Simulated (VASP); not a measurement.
Runs of VASP 6.6.1 on LiH. The structure is that of space group I4/mmm (No. 139), or close to it. The cells are those of the table. 

| cell | gap on the mesh (eV) |
| --- | --- |
| a = 2.877, b = 2.877, c = 2.989 Å, angles 58.7, 58.7, 62.6°, 2 atoms | 2.10 |
| a = 2.937, b = 2.937, c = 3.104 Å, angles 58.1, 58.1, 63.8°, 2 atoms | (a) |
| a = 2.822, b = 2.822, c = 2.989 Å, angles 58.0, 58.0, 64.0°, 2 atoms | (b) |
| a = 2.822, b = 2.822, c = 2.644 Å, angles 62.1, 62.1, 55.9°, 2 atoms | 1.28 |
| a = 2.884, b = 2.884, c = 2.644 Å, angles 62.7, 62.7, 54.6°, 2 atoms | 0.98 |

Alike in all rows: task single point; level PBEsol; potentials or basis VASP PAW PBE potentials, release 64 (Li_sv, H); no spin polarisation; k mesh 10 × 10 × 10; cutoff (eV) 520; smearing gaussian 0.05 eV.

Task: Estimate the missing entries.

Result: (a) 1.90; (b) 1.70.

A k mesh can miss the band edges.
